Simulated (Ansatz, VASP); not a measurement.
**One calculation of Ag2O, two programs**

```
Ag O
1.0
     4.71375    0.00000    0.00000
     0.00000    4.71375    0.00000
     0.00000    0.00000    4.71375
Ag O
4 2
Direct
  0.25000 0.25000 0.25000
  0.25000 0.75000 0.75000
  0.75000 0.75000 0.25000
  0.75000 0.25000 0.75000
  0.00000 0.00000 0.00000
  0.50000 0.50000 0.50000
```

Alike in both runs: task single point; functional PBE; k mesh 8 × 8 × 8; occupations gaussian, width 0.1 eV; no spin polarisation.

|  | VASP | Ansatz |
| --- | --- | --- |
| version | VASP 6.6.1 | Ansatz 0.2.0 |
| potentials or method | VASP PAW PBE potentials, release 64 (Ag, O), cutoff 600 eV | scalar-relativistic, plane waves, PAW |
| valence electrons in the cell | 56 | 88 |

Ansatz gave:

* pressure (GPa): 5.1

Problem. What did VASP give for the same quantities?

Solution. Pressure (GPa): 4.9.

VASP's potentials hold 56 valence electrons a cell and Ansatz's 88, so a difference there can come from the potentials and not from the codes.
